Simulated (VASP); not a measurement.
Write the native input for VASP 6.6.1 that does the following.

* Task: single point
* Functional: PBEsol
* Potentials or basis: VASP PAW PBE potentials, release 64 (Ag)
* Cutoff: 520 eV
* k mesh: 20 × 20 × 20
* Occupations: gaussian, width 0.15 eV
* Spin: no spin polarisation
* Dipole correction: no
* Further INCAR settings: ALGO = Fast; EDIFF = 1e-07; NBANDS = 12

The structure of Ag lies in POSCAR:

```
Ag
1.0
   -1.7218801600      1.7218801600      1.7881063200
    1.7218801600     -1.7218801600      1.7881063200
    1.7218801600      1.7218801600     -1.7881063200
Ag
1
Direct
    0.0000000000      0.0000000000      0.0000000000
```

This cell differs from its parent crystal: strain +0.040 along x and y, +0.080 along z.

One way to write it, as run:

INCAR

```
SYSTEM = Ag
ALGO = Fast
EDIFF = 1E-7
ENCUT = 520
GGA = PS
ISIF = 2
ISMEAR = 0
LASPH = .True.
LCHARG = .True.
LELF = .True.
LREAL = .False.
LVHAR = .True.
LWAVE = .False.
NBANDS = 12
NELM = 60
PREC = Accurate
SIGMA = 0.15
```

KPOINTS

```
k-points
0
Gamma
  20 20 20
  0 0 0
```

Potentials or basis: VASP PAW PBE potentials, release 64 (Ag).

Command:

```bash
$ cat potpaw_PBE.64/Ag/POTCAR > POTCAR
$ mpirun -np 1 vasp_std > vasp.out
```

Results of the run:

| Item | Value |
| --- | --- |
| Pressure | -13.8 GPa |

Caveat: the cell differs from its parent crystal (strain +0.040 along x and y, +0.080 along z); the PAW data sets were made with another functional, which shifts forces and pressure a little.

It took 45 s on 1 thread of Intel(R) Xeon(R) 6975P-C (Granite Rapids), on a shared host, peak memory 0.26 GiB.
